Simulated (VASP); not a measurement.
AlCu: single point with r2SCAN

Crystal: AlCu.

```
Al Cu
1.0
     2.99751    0.00000    0.00000
     0.00000    2.99751    0.00000
     0.00000    0.00000    2.99751
Al Cu
1 1
Direct
  0.95830 0.00000 0.00000
  0.50000 0.50000 0.50000
```

This cell differs from its parent crystal: all Al atoms moved +0.125 Å, as atom 1 towards its neighbour atom 1 (Al) at 2.998 Å.

| Item | Value |
| --- | --- |
| Program | VASP 6.6.1 |
| Task | single point |
| Functional | r2SCAN |
| Potentials or basis | VASP PAW PBE potentials, release 64 (Al, Cu) |
| Cutoff | 520 eV |
| k mesh | 16 × 16 × 16 |
| Occupations | gaussian, width 0.15 eV |
| Spin | no spin polarisation |

```yaml
Pressure: -4.2 GPa
Largest_force: 0.499 eV/Å
Band_gap_on_the_k_mesh: zero (bands 7 and 8 overlap by 4.96 eV)
```

Forces in eV/Å, atoms in the order of the input:
```
Al   0.499  0.000  0.000
Cu  -0.499  0.000  0.000
```

Stress tensor (GPa, compression positive):
```
-4.51  0.00  0.00
 0.00 -3.99  0.00
 0.00  0.00 -3.99
```

Levels at points of the mesh, in eV from the Fermi level:
```
           k point  band 3  band 4  band 5  band 6  band 7  band 8  band 9  band 10  band 11  band 12
(0.00, 0.00, 0.00)   -5.17   -4.09   -4.08   -4.08    4.06    4.06    4.09     6.43     6.43    10.99
(0.50, 0.00, 0.00)   -4.90   -4.53   -4.53   -4.04   -3.35    7.46    8.32     8.32     9.18     9.18
(0.00, 0.50, 0.00)   -4.89   -4.54   -4.52   -4.03   -3.37    7.46    8.46     8.52     8.97     9.05
(0.50, 0.50, 0.00)   -4.43   -4.42   -4.05   -4.01   -3.74   -0.88   -0.09    10.92    13.23    13.39
(0.00, 0.50, 0.50)   -4.48   -4.48   -3.98   -3.98   -3.74   -0.90   -0.08    10.95    13.08    13.08
(0.50, 0.50, 0.50)   -5.72   -3.72   -3.72    0.61    0.61    0.70    2.02     2.26     2.26     2.56
```

Wall time 7.1 min on 1 thread of AMD EPYC 7R13 Processor (Zen 3), on a shared host, peak memory 0.24 GiB.

Caveat: the cell differs from its parent crystal (all Al atoms moved +0.125 Å, as atom 1 towards its neighbour atom 1 (Al) at 2.998 Å); the cell stands under tension; the PAW data sets were made with another functional, which shifts forces and pressure a little.
